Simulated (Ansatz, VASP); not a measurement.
# CdS in VASP and in Ansatz

```
Cd S
1.0
     4.13480    0.00000    0.00000
    -2.06740    3.58084    0.00000
     0.00000    0.00000    6.74900
Cd S
2 2
Direct
  0.33333 0.66667 0.00000
  0.66667 0.33333 0.50000
  0.31937 0.63874 0.35537
  0.66667 0.33333 0.88500
```

Alike in both runs: task single point; functional PBE; k mesh 12 × 12 × 4; occupations gaussian, width 0.05 eV; no spin polarisation.

|  | VASP | Ansatz |
| --- | --- | --- |
| version | VASP 6.6.1 | Ansatz 0.2.0 |
| potentials or method | VASP PAW PBE potentials, release 64 (Cd, S), cutoff 520 eV | scalar-relativistic, plane waves, PAW |
| valence electrons in the cell | 36 | 52 |

Ansatz gave:

```
gap on the k mesh at the Fermi level (eV)                     : 1.15
least direct gap on the mesh (eV)                             : 1.15
pressure (GPa)                                                : 2.9
traceless stress, the component that is largest in VASP (GPa) : -1.42
rms of the force components (eV/Å)                            : 0.523
```

Question: Estimate VASP's values.

Answer: gap on the k mesh at the Fermi level (eV): 1.16; least direct gap on the mesh (eV): 1.16; pressure (GPa): 3.2; traceless stress, the component that is largest in VASP (GPa): -1.48; rms of the force components (eV/Å): 0.534.

Atom by atom the forces differ by 0.011 eV/Å (rms over components). VASP's potentials hold 36 valence electrons a cell and Ansatz's 52, so a difference there can come from the potentials and not from the codes.
